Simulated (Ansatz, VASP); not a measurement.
## KBr in VASP and in Ansatz

The input INCAR:

```
SYSTEM = KBr
PREC = Accurate
ENCUT = 600
EDIFF = 1E-6
ISMEAR = -1
SIGMA = 0.05
LREAL = .False.
LASPH = .True.
NELM = 60
ALGO = Normal
ISIF = 3
LWAVE = .False.
LCHARG = .False.
GGA = PE
IVDW = 12
IBRION = 2
NSW = 80
EDIFFG = -0.01
```

The input KPOINTS:

```
Automatic mesh
0
Gamma
  7 7 7
  0 0 0
```

The input POSCAR:

```
KBr
1.0
    0.0000000000      3.3000000000      3.3000000000
    3.3000000000      0.0000000000      3.3000000000
    3.3000000000      3.3000000000      0.0000000000
Br K
1 1
Direct
    0.5000000000      0.5000000000      0.5000000000
    0.0000000000      0.0000000000      0.0000000000
```

Contents of input.yaml:

```yaml
crystal:
  lattice:
    - [0.0, 3.3, 3.3]
    - [3.3, 0.0, 3.3]
    - [3.3, 3.3, 0.0]
  atoms:
    - { symbol: Br, position: [0.5, 0.5, 0.5] }
    - { symbol: K, position: [0.0, 0.0, 0.0] }
kpoints:
  mp_grid: { grid: [7, 7, 7] }
scf:
  occupations: { method: fermi_dirac, width: 0.05 }
hamiltonian:
  xc: pbe
  dispersion: d3bj
  pseudopotentials: { kind: all_electron, lapw: { basis_error: 0.001 } }
output:
  forces: true
  stress: true
relax:
  f_tol: 0.01
  max_steps: 60
  cell: {}
```

Alike in both runs: task relaxation of cell and atoms; functional PBE; dispersion D3(BJ); k mesh 7 × 7 × 7; occupations fermi-dirac, width 0.05 eV; no spin polarisation.

```csv
,VASP,Ansatz
version,VASP 6.6.1,Ansatz 0.2.0
potentials or method,"VASP PAW PBE potentials, release 64 (Br, K_sv), cutoff 600 eV","all-electron LAPW, scalar-relativistic"
```

```csv
,VASP,Ansatz,Ansatz less VASP
relaxed volume (Å³/atom),35.58,35.36,-0.219
relaxed length of the cell vector where the two differ most in proportion (Å),4.651,4.642,-0.0096
```

Ansatz ran all-electron here, and VASP with PAW potentials.
